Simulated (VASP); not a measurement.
# Si3N4 (P6_3/m) in VASP: further runs

Si3N4 is run at these levels: PBE; tasks: single point.

Program: VASP 6.6.1. These are calculated values, not measurements. Logs are shortened: lines on timing, memory, paths and dates and some standing lists are left out, and cuts for length are marked.

## 1. The cell of the first run

Symmetry: P6_3/m, No. 176, hexagonal system. Conventional cell: a = 7.595 Å, b = 7.595 Å, c = 2.989 Å, α = 90.00°, β = 90.00°, γ = 120.00°. Si (site symmetry m) has 4 N at 1.74 to 1.76 Å within 2.3 Å. N (site symmetry m) has 3 Si at 1.74 to 1.76 Å within 2.3 Å. N (site symmetry -6) has 3 Si at 1.74 Å within 2.3 Å.

## 2. Single point, PBE (z stretched by +3 %, then relaxed in part)

The input, INCAR:

```
ALGO = Normal
EDIFF = 1E-6
ENCUT = 520
GGA = PE
ISIF = 2
ISMEAR = -1
LASPH = True
LCHARG = True
LELF = True
LREAL = False
LVHAR = True
LWAVE = False
NBANDS = 45
NELM = 80
PREC = Accurate
SIGMA = 0.02
```

The input, KPOINTS:

```
k-points
0
Gamma
  4 4 10
```

The input, POSCAR:

```
Si3N4
1.0
    7.5950000000      0.0000000000      0.0000000000
   -3.7975000000      6.5774629417      0.0000000000
    0.0000000000      0.0000000000      2.9893690000
Si N
6 8
Direct
    0.7693004226      0.1741316444      0.3256287927
    0.5951687783      0.7693004226      0.8256287927
    0.8258683556      0.5951687783      0.3256287927
    0.2306995774      0.8258683556      0.8256287927
    0.4048312217      0.2306995774      0.3256287927
    0.1741316444      0.4048312217      0.8256287927
    0.0327342894      0.3298944681      0.3256285565
    0.7028398212      0.0327342894      0.8256285565
    0.6701055319      0.7028398212      0.3256285565
    0.9672657106      0.6701055319      0.8256285565
    0.2971601788      0.9672657106      0.3256285565
    0.3298944681      0.2971601788      0.8256285565
    0.3333333333      0.6666666667     -0.1743720473
    0.6666666667      0.3333333333      0.3256279527
```

Potentials or basis: VASP PAW PBE potentials, release 64 (Si, N).

On the command line:

```bash
$ cat potpaw_PBE.64/Si/POTCAR potpaw_PBE.64/N/POTCAR > POTCAR
$ mpirun -np 1 vasp_std > vasp.out
```

OUTCAR:

```text
EDIFF = 1E-6
   ENCUT = 520
   GGA = PE
   ISIF = 2
   ISMEAR = -1
   LASPH = True
   LREAL = False
   NELM = 80
   PREC = Accurate

 ion  position               nearest neighbor table
   1  0.769  0.174  0.326-  14 1.74   7 1.74   8 1.76   8 1.76   3 3.01   5 3.01   6 3.06   6 3.06
                             2 3.06   2 3.06
   2  0.595  0.769  0.826-  13 1.74   8 1.74   9 1.76   9 1.76   6 3.01   4 3.01   3 3.06   3 3.06
                             1 3.06   1 3.06
   3  0.826  0.595  0.326-  14 1.74   9 1.74  10 1.76  10 1.76   1 3.01   5 3.01   2 3.06   2 3.06
                             4 3.06   4 3.06
   4  0.231  0.826  0.826-  13 1.74  10 1.74  11 1.76  11 1.76   6 3.01   2 3.01   3 3.06   3 3.06
                             5 3.06   5 3.06
   5  0.405  0.231  0.326-  14 1.74  11 1.74  12 1.76  12 1.76   3 3.01   1 3.01   6 3.06   6 3.06
                             4 3.06   4 3.06
   6  0.174  0.405  0.826-  13 1.74  12 1.74   7 1.76   7 1.76   4 3.01   2 3.01   5 3.06   5 3.06
                             1 3.06   1 3.06
   7  0.033  0.330  0.326-   1 1.74   6 1.76   6 1.76
   8  0.703  0.033  0.826-   2 1.74   1 1.76   1 1.76
   9  0.670  0.703  0.326-   3 1.74   2 1.76   2 1.76
  10  0.967  0.670  0.826-   4 1.74   3 1.76   3 1.76
  11  0.297  0.967  0.326-   5 1.74   4 1.76   4 1.76
  12  0.330  0.297  0.826-   6 1.74   5 1.76   5 1.76
  13  0.333  0.667  0.826-   4 1.74   6 1.74   2 1.74
  14  0.667  0.333  0.326-   1 1.74   3 1.74   5 1.74

  LATTYP: Found a hexagonal cell.
 ALAT       =     7.5950000000
 C/A-ratio  =     0.3935969717

  Lattice vectors:

 A1 = (   7.5950000000,   0.0000000000,   0.0000000000)
 A2 = (  -3.7975000000,   6.5774629417,   0.0000000000)
 A3 = (   0.0000000000,   0.0000000000,   2.9893690000)

Analysis of symmetry for initial positions (statically):
=====================================================================
 Subroutine PRICEL returns:
 Original cell was already a primitive cell.

 Routine SETGRP: Setting up the symmetry group for a
 hexagonal supercell.

 Subroutine GETGRP returns: Found 12 space group operations
 (whereof  3 operations were pure point group operations)
 out of a pool of 24 trial point group operations.

The static configuration has the point symmetry C_3 .
 The point group associated with its full space group is C_6h.

Analysis of symmetry for dynamics (positions and initial velocities):
=====================================================================
 Subroutine PRICEL returns:
 Original cell was already a primitive cell.

 Routine SETGRP: Setting up the symmetry group for a
 hexagonal supercell.

 Subroutine GETGRP returns: Found 12 space group operations
 (whereof  3 operations were pure point group operations)
 out of a pool of 24 trial point group operations.

The dynamic configuration has the point symmetry C_3 .
 The point group associated with its full space group is C_6h.

 Subroutine INISYM returns: Found 12 space group operations
 (whereof  3 operations are pure point group operations),
 and found     1 'primitive' translations

----------------------------------------------------------------------------------------

                                     Primitive cell

  volume of cell :     149.3364

  direct lattice vectors                    reciprocal lattice vectors
     7.595000000  0.000000000  0.000000000     0.131665569  0.076017152  0.000000000
    -3.797500000  6.577462942  0.000000000     0.000000000  0.152034304  0.000000000
     0.000000000  0.000000000  2.989369000     0.000000000  0.000000000  0.334518756

  length of vectors
     7.595000000  7.595000000  2.989369000     0.152034304  0.152034304  0.334518756

  position of ions in fractional coordinates (direct lattice)
     0.769300423  0.174131644  0.325628793
     0.595168778  0.769300423  0.825628793
     0.825868356  0.595168778  0.325628793
     0.230699577  0.825868356  0.825628793
     0.404831222  0.230699577  0.325628793
     0.174131644  0.404831222  0.825628793
     0.032734289  0.329894468  0.325628556
     0.702839821  0.032734289  0.825628556
     0.670105532  0.702839821  0.325628556
     0.967265711  0.670105532  0.825628556
     0.297160179  0.967265711  0.325628556
     0.329894468  0.297160179  0.825628556
     0.333333333  0.666666667  0.825627953
     0.666666667  0.333333333  0.325627953

  ion indices of the primitive-cell ions
   primitive index   ion index
                 1           1
                 2           2
                 3           3
                 4           4
                 5           5
                 6           6
                 7           7
                 8           8
                 9           9
                10          10
                11          11
                12          12
                13          13
                14          14

----------------------------------------------------------------------------------------

 KPOINTS: k-points

Automatic generation of k-mesh.
 Grid dimensions read from file:
 generate k-points for:    4    4   10

 Generating k-lattice:

  Cartesian coordinates                     Fractional coordinates (reciprocal lattice)
     0.032916392  0.019004288  0.000000000     0.250000000  0.000000000  0.000000000
     0.000000000  0.038008576  0.000000000     0.000000000  0.250000000  0.000000000
     0.000000000  0.000000000  0.033451876     0.000000000  0.000000000  0.100000000

  Length of vectors
     0.038008576  0.038008576  0.033451876

  Shift w.r.t. Gamma in fractional coordinates (k-lattice)
     0.000000000  0.000000000  0.000000000

 Subroutine IBZKPT returns following result:
 ===========================================

 Found     24 irreducible k-points:

 Following reciprocal coordinates:
            Coordinates               Weight
  0.000000  0.000000  0.000000      1.000000
  0.250000  0.000000  0.000000      6.000000
  0.500000  0.000000  0.000000      3.000000
  0.250000  0.250000  0.000000      6.000000
  0.000000  0.000000  0.100000      2.000000
  0.250000  0.000000  0.100000     12.000000
[... 16 lines left out ...]
  0.500000  0.000000  0.500000      3.000000
  0.250000  0.250000  0.500000      6.000000
   k-points           NKPTS =     24   k-points in BZ     NKDIM =     24   number of bands    NBANDS=     45
   number of dos      NEDOS =    301   number of ions     NIONS =     14
   total plane-waves  NPLWV =  75264
   dimension x,y,z NGX =    56 NGY =   56 NGZ =   24
   dimension x,y,z NGXF=   112 NGYF=  112 NGZF=   48
   ions per type =               6   8
   NGX,Y,Z   is equivalent  to a cutoff of  12.26, 12.26, 13.35 a.u.
   NGXF,Y,Z  is equivalent  to a cutoff of  24.52, 24.52, 26.69 a.u.
 SYSTEM =  unknown system
   PREC   = accura    normal or accurate (medium, high low for compatibility)
   ISTART =      0    job   : 0-new  1-cont  2-samecut
   ICHARG =      2    charge: 1-file 2-atom 10-const
   ISPIN  =      1    spin polarized calculation?
   LNONCOLLINEAR =      F non collinear calculations
   LSORBIT =      F    spin-orbit coupling
   LASPH  =      T    aspherical Exc in radial PAW
   ENCUT  =  520.0 eV  38.22 Ry    6.18 a.u.  14.12 14.12  5.56*2*pi/ulx,y,z
   NELM   =     80;   NELMIN=  2; NELMDL= -5     # of ELM steps
   EDIFF  = 0.1E-05   stopping-criterion for ELM
   LREAL  =      F    real-space projection
   EDIFFG = 0.1E-04   stopping-criterion for IOM
   NSW    =      0    number of steps for IOM
   IBRION =     -1    ionic relax: 0-MD 1-quasi-New 2-CG
   NFREE  =      0    steps in history (QN), initial steepest desc. (CG)
   ISIF   =      2    stress and relaxation
   ISYM   =      2    0-nonsym 1-usesym 2-fastsym
   POTIM  = 0.5000    time-step for ionic-motion
   TEBEG  =    0.0;   TEEND  =   0.0 temperature during run
   PSTRESS=    0.0 pullay stress
   NELECT =      64.0000    total number of electrons
   NUPDOWN=      -1.0000    fix difference up-down
   EMIN   =  10.00;   EMAX   =-10.00  energy-range for DOS
   EFERMI =   0.00;   METHOD = LEGACY
   ISMEAR =    -1;   SIGMA  =   0.02  broadening in eV -4-tet -1-fermi 0-gaus
   EFERMI_NEDOS =   21; number of points for ismear=-14 and -15
   IALGO  =     38    algorithm
   IMIX   =      4    mixing-type and parameters
     AMIX     =   0.40;   BMIX     =  1.00
     AMIX_MAG =   1.60;   BMIX_MAG =  1.00
  volume/ion in A,a.u.               =      10.67        71.98
  Fermi-wavevector in a.u.,A,eV,Ry     =   1.234278  2.332447 20.727682  1.523442
  Thomas-Fermi vector in A             =   2.368974
   LORBIT       =      0    0 simple, 1 ext, 2 COOP (PROOUT), +10 PAW based schemes
   GGA     = PE    functional components
[... 5 lines left out ...]
 non-spin polarized calculation
  energy-cutoff  :      520.00
  volume of cell :      149.34
 maximum number of plane-waves:      4048
   NGX = 29   NGY = 29   NGZ = 11

 number of electron      63.9999995 magnetization

 Free energy of the ion-electron system (eV)
  ---------------------------------------------------
  ext. energy  EPLUGINS =         0.00000000
  ---------------------------------------------------
  free energy    TOTEN  =      -114.42938238 eV

  energy without entropy =     -114.42938238  energy(sigma->0) =     -114.42938238

 E-fermi :   6.9981     XC(G=0): -10.7032

 val. band max:        6.5479073574   @ k =   0.0000   0.0000   0.2000
 cond. band min:      10.2869771130   @ k =   0.0000   0.0000   0.0000
 fundamental gap:      3.7390697556
 Fermi energy:         6.9981184209

 k-point     1 :       0.0000    0.0000    0.0000
  band No.  band energies     occupation
      1     -11.5069      2.00000
      2     -10.0498      2.00000
      3     -10.0498      2.00000
      4      -9.4513      2.00000
      5      -9.2588      2.00000
      6      -9.2588      2.00000
[... 36 lines left out ...]
     43      14.9407      0.00000
     44      15.8638      0.00000

 k-point     2 :       0.2500    0.0000    0.0000
  band No.  band energies     occupation
      1     -11.3724      2.00000
      2     -10.3885      2.00000
      3     -10.1424      2.00000
      4      -9.7565      2.00000
      5      -9.0547      2.00000
      6      -8.6670      2.00000
[... 36 lines left out ...]
     43      14.7844      0.00000
     44      15.0259      0.00000

 k-point     3 :       0.5000    0.0000    0.0000
  band No.  band energies     occupation
      1     -11.0494      2.00000
      2     -10.8940      2.00000
      3     -10.2131      2.00000
      4      -9.8057      2.00000
      5      -8.8313      2.00000
      6      -8.3717      2.00000
[... 36 lines left out ...]
     43      14.6687      0.00000
     44      14.7574      0.00000

 k-point     4 :       0.2500    0.2500    0.0000
  band No.  band energies     occupation
      1     -11.1143      2.00000
      2     -10.6432      2.00000
      3     -10.5550      2.00000
      4      -9.4889      2.00000
      5      -9.0691      2.00000
      6      -8.3197      2.00000
[... 882 lines left out ...]
     43      14.2745      0.00000
     44      14.2745      0.00000

 k-point    23 :       0.5000    0.0000    0.5000
  band No.  band energies     occupation
      1      -9.1650      2.00000
      2      -9.1650      2.00000
      3      -8.5473      2.00000
      4      -8.5473      2.00000
      5      -8.4592      2.00000
      6      -8.4592      2.00000
[... 36 lines left out ...]
     43      13.9415      0.00000
     44      13.9415      0.00000

 k-point    24 :       0.2500    0.2500    0.5000
  band No.  band energies     occupation
      1      -9.1655      2.00000
      2      -9.1655      2.00000
      3      -8.5264      2.00000
      4      -8.5264      2.00000
      5      -8.4814      2.00000
      6      -8.4814      2.00000
[... 36 lines left out ...]
     43      14.1334      0.00000
     44      14.1334      0.00000
 [bands above 44 left out]

------------------------ aborting loop because EDIFF is reached ----------------------------------------

  FORCE on cell =-STRESS in cart. coord.  units (eV):
  Direction    XX          YY          ZZ          XY          YZ          ZX
  --------------------------------------------------------------------------------------
  -------------------------------------------------------------------------------------
  Total        2.4418825      2.4418825     -8.5415039     -0.0000000      0.0000000      0.0000000
  in kB       26.1980904     26.1980904    -91.6387619     -0.0000004      0.0000000      0.0000000
  external PRESSURE =     -13.0808603 kB  Pullay stress =       0.0000000 kB

 VOLUME and BASIS-vectors are now :
 -----------------------------------------------------------------------------
  energy-cutoff  :      520.00
  volume of cell :      149.34
      direct lattice vectors                 reciprocal lattice vectors
     7.595000000  0.000000000  0.000000000     0.131665569  0.076017152  0.000000000
    -3.797500000  6.577462942  0.000000000     0.000000000  0.152034304  0.000000000
     0.000000000  0.000000000  2.989369000     0.000000000  0.000000000  0.334518756

 POSITION                                       TOTAL-FORCE (eV/Angst)
 -----------------------------------------------------------------------------------
      5.18157      1.14534      0.97342        -0.001833      0.005182      0.000000
      1.59889      5.06005      2.46811        -0.005404      0.001004      0.000000
      4.01232      3.91470      0.97342        -0.003571     -0.004178      0.000000
     -1.38407      5.43212      2.46811         0.001833     -0.005182      0.000000
      2.19861      1.51742      0.97342         0.005404     -0.001004      0.000000
     -0.21482      2.66276      2.46811         0.003571      0.004178      0.000000
     -1.00416      2.16987      0.97342         0.000187     -0.002617     -0.000000
      5.21376      0.21531      2.46811         0.002360     -0.001147     -0.000000
      2.42042      4.62290      0.97342         0.002173      0.001470     -0.000000
      4.80166      4.40759      2.46811        -0.000187      0.002617      0.000000
     -1.41626      6.36215      0.97342        -0.002360      0.001147     -0.000000
      1.37708      1.95456      2.46811        -0.002173     -0.001470      0.000000
     -0.00000      4.38498      2.46811         0.000000      0.000000      0.000000
      3.79750      2.19249      0.97342         0.000000      0.000000     -0.000000
 -----------------------------------------------------------------------------------
    total drift:                                0.000000     -0.000000      0.006929

  FREE ENERGIE OF THE ION-ELECTRON SYSTEM (eV)
  ---------------------------------------------------
  free  energy   TOTEN  =      -114.4293823765 eV

  energy  without entropy=     -114.4293823765  energy(sigma->0) =     -114.42938238
```

Wall time 2.6 min (1 thread of Intel Xeon Platinum 8259CL at 2.50GHz (Skylake/Cascade Lake), shared host); peak memory 0.31 GiB.

Results:

| Item | Value |
| --- | --- |
| Free energy | -114.4294 eV |
| Pressure | -1.3 GPa |
| Largest force | 0.005 eV/Å |
| Band gap on the k mesh | 3.74 eV (least direct gap 4.12 eV) |

Forces on the atoms (eV/Å):
```
Si  -0.002  0.005  0.000
Si  -0.005  0.001  0.000
Si  -0.004 -0.004  0.000
Si   0.002 -0.005  0.000
Si   0.005 -0.001  0.000
Si   0.004  0.004  0.000
N    0.000 -0.003  0.000
N    0.002 -0.001  0.000
N    0.002  0.001  0.000
N    0.000  0.003  0.000
N   -0.002  0.001  0.000
N   -0.002 -0.001  0.000
N    0.000  0.000  0.000
N    0.000  0.000  0.000
```

Caveat: the cell differs from its parent crystal (z stretched by +3 %, then relaxed in part).

## 3. Single point, PBE (z stretched by +1 %, then relaxed in part)

The input, INCAR:

```
  PREC = Accurate
  ENCUT = 520
  EDIFF = 1E-6
  ISMEAR = -1
  SIGMA = 0.02
  LREAL = False
  LASPH = True
  NELM = 60
  ALGO = Normal
  ISIF = 2
  LWAVE = False
  LCHARG = False
  GGA = PE
  NBANDS = 45
```

The input, KPOINTS:

```
Automatic mesh
0
Gamma
  4 4 9
```

The input, POSCAR:

```
Si3N4
1.0
    7.5950000000      0.0000000000      0.0000000000
   -3.7975000000      6.5774629417      0.0000000000
    0.0000000000      0.0000000000      2.9313230000
Si N
6 8
Direct
    0.7681670696      0.1738967086      0.3256297338
    0.5942703609      0.7681670696      0.8256297338
    0.8261032914      0.5942703609      0.3256297338
    0.2318329304      0.8261032914      0.8256297338
    0.4057296391      0.2318329304      0.3256297338
    0.1738967086      0.4057296391      0.8256297338
    0.0306298736      0.3298007498      0.3256314806
    0.7008291237      0.0306298736      0.8256314806
    0.6701992502      0.7008291237      0.3256314806
    0.9693701264      0.6701992502      0.8256314806
    0.2991708763      0.9693701264      0.3256314806
    0.3298007498      0.2991708763      0.8256314806
    0.3333333333      0.6666666667     -0.1743836430
    0.6666666667      0.3333333333      0.3256163570
```

Potentials or basis: VASP PAW PBE potentials, release 64 (Si, N).

On the command line:

```bash
$ cat potpaw_PBE.64/Si/POTCAR potpaw_PBE.64/N/POTCAR > POTCAR
$ mpirun -np 1 vasp_std > vasp.out
```

It used 120 s of CPU time on 1 thread of Intel(R) Xeon(R) Platinum 8488C (Sapphire Rapids), with other jobs on the host.

Results (log left out):

```yaml
Free_energy: -114.5048 eV
Pressure: 3.6 GPa
Largest_force: 0.013 eV/Å
Band_gap_on_the_k_mesh: 4.16 eV (least direct gap 4.40 eV)
```

Forces in eV/Å, atoms in the order of the input:
```
Si  -0.005 -0.012  0.000
Si   0.008 -0.010  0.000
Si   0.013  0.002  0.000
Si   0.005  0.012  0.000
Si  -0.008  0.010  0.000
Si  -0.013 -0.002  0.000
N    0.009  0.002  0.000
N    0.003  0.009  0.000
N   -0.006  0.007  0.000
N   -0.009 -0.002  0.000
N   -0.003 -0.009  0.000
N    0.006 -0.007  0.000
N    0.000  0.000  0.000
N    0.000  0.000  0.000
```

Stress tensor (GPa, compression positive):
```
4.96 0.00 0.00
0.00 4.96 0.00
0.00 0.00 0.76
```

Levels at points of the mesh, in eV from the valence-band top:
| k point | band 29 | band 30 | band 31 | band 32 | band 33 | band 34 | band 35 | band 36 |
| --- | --- | --- | --- | --- | --- | --- | --- | --- |
| (0.00, 0.00, 0.00) | -1.25 | -0.51 | -0.36 | -0.24 | 4.16 | 4.67 | 4.77 | 4.77 |
| (0.50, 0.00, 0.00) | -1.32 | -0.74 | -0.37 | -0.30 | 4.53 | 4.57 | 4.71 | 5.18 |

Caveat: the cell differs from its parent crystal (z stretched by +1 %, then relaxed in part); the cell stands under pressure; an odd mesh through Γ misses points on the zone boundary, where band edges can lie.

[end of part 1 of 2]
